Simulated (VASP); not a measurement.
Write the native input for VASP 6.6.1 that does the following.

| Property | Result |
| --- | --- |
| Task | electric field gradients |
| Functional | PBEsol |
| Potentials or basis | VASP PAW PBE potentials, release 64 (Ti_sv, B) |
| Cutoff | 520 eV |
| k mesh | 15 × 15 × 13 |
| Occupations | fermi-dirac, width 0.08 eV |
| Spin | no spin polarisation |
| Dipole correction | no |
| Further INCAR settings | ALGO = Normal; EDIFF = 1e-08; NBANDS = 16 |

The structure of TiB2 lies in POSCAR:

```
TiB2
1.0
    2.9686142376      0.0000000000      0.0000000000
   -1.4843071188      2.5708953438      0.0000000000
    0.0000000000      0.0000000000      3.2284000000
Ti B
1 2
Direct
    0.0000000000      0.0000000000      0.0000000000
    0.3333333333      0.6666666667      0.5000000000
    0.6666666667      0.3333333333      0.5000000000
```

This cell differs from its parent crystal: equal xx and yy strain of -2 %.

These files were run (other wordings do the same):

INCAR

```
ALGO     = Normal         # electronic algorithm
EDIFF    = 1E-8           # SCF threshold, eV
ENCUT    = 520            # plane-wave cutoff, eV
GGA      = PS             # functional
ISIF     = 2              # what is computed and relaxed
ISMEAR   = -1             # smearing method
LASPH    = True           # aspherical terms in the spheres
LCHARG   = False          # write CHGCAR
LEFG     = True         
LREAL    = False          # projectors in reciprocal space
LWAVE    = False          # write WAVECAR
NBANDS   = 16             # bands
NELM     = 60             # most SCF steps
PREC     = Accurate       # precision mode
SIGMA    = 0.08           # smearing width, eV
```

KPOINTS

```
k-points
0
Gamma
  15 15 13
```

Potentials or basis: VASP PAW PBE potentials, release 64 (Ti_sv, B).

Command:

```sh
$ cat potpaw_PBE.64/Ti_sv/POTCAR potpaw_PBE.64/B/POTCAR > POTCAR
$ mpirun -np 1 vasp_std > vasp.out
```

It gave:

```yaml
Pressure: 6.9 GPa
Band_gap_on_the_k_mesh: zero (bands 9 and 10 overlap by 0.53 eV)
Largest_electric_field_gradient_by_atom: Ti +22.0; B +5.6 V/Å²
```

Caveat: the cell differs from its parent crystal (equal xx and yy strain of -2 %); the cell stands under pressure; without QUAD_EFG the Cq values of the log hold for a quadrupole moment of 1 mb, not for the nuclei; the PAW data sets were made with another functional, which shifts forces and pressure a little.

Run time: 100 s on 1 thread of Intel Xeon 8259CL, with other jobs on the host, peak memory 0.19 GiB.
